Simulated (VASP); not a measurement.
Wanted: the native input for a VASP 6.6.1 run.

- Task: single point
- Functional: PBE
- Dispersion: D3(BJ)
- Potentials or basis: VASP PAW PBE potentials, release 64 (Lu)
- Cutoff: 520 eV
- k mesh: 10 × 10 × 10
- Occupations: tetrahedron
- Spin: no spin polarisation
- Dipole correction: no
- Further INCAR settings: ALGO = Normal; EDIFF = 1e-06; NBANDS = 18

The structure of Lu lies in POSCAR:

```
Lu
1.0
   -1.9541071100      1.9541071100      1.9541071100
    1.9541071100     -1.9541071100      1.9541071100
    1.9541071100      1.9541071100     -1.9541071100
Lu
1
Direct
    0.0000000000      0.0000000000      0.0000000000
```

This isn't the form of Lu at room conditions, which is hcp.

These files were run (other wordings do the same):

INCAR

```
SYSTEM = Lu
PREC = Accurate ; ENCUT = 520
EDIFF = 1E-6 ; ISMEAR = -5
SIGMA = 0.1 ; LREAL = .FALSE.
LASPH = .TRUE. ; NELM = 100
ALGO = Normal ; ISIF = 2
LWAVE = .FALSE. ; LCHARG = .FALSE.
GGA = PE ; IVDW = 12
NBANDS = 18
```

KPOINTS

```
regular mesh
0
G
  10 10 10
  0 0 0
```

Potentials or basis: VASP PAW PBE potentials, release 64 (Lu).

Launch:

```sh
$ cat potpaw_PBE.64/Lu/POTCAR > POTCAR
$ mpirun -np 1 vasp_std > vasp.out
```

It gave:

```
Pressure                   : -2.1 GPa
Band gap on the k mesh     : zero (an odd number of electrons rules out a gap without spin polarisation)
Dispersion energy per atom : -0.344 eV
```

Caveat: spin-orbit coupling is left out, which moves the levels of the heavy elements; tetrahedron occupations give inexact forces and stress in metals.

Wall time 46 s on 1 thread of Intel Xeon 8259CL (shared host), peak memory 0.19 GiB.
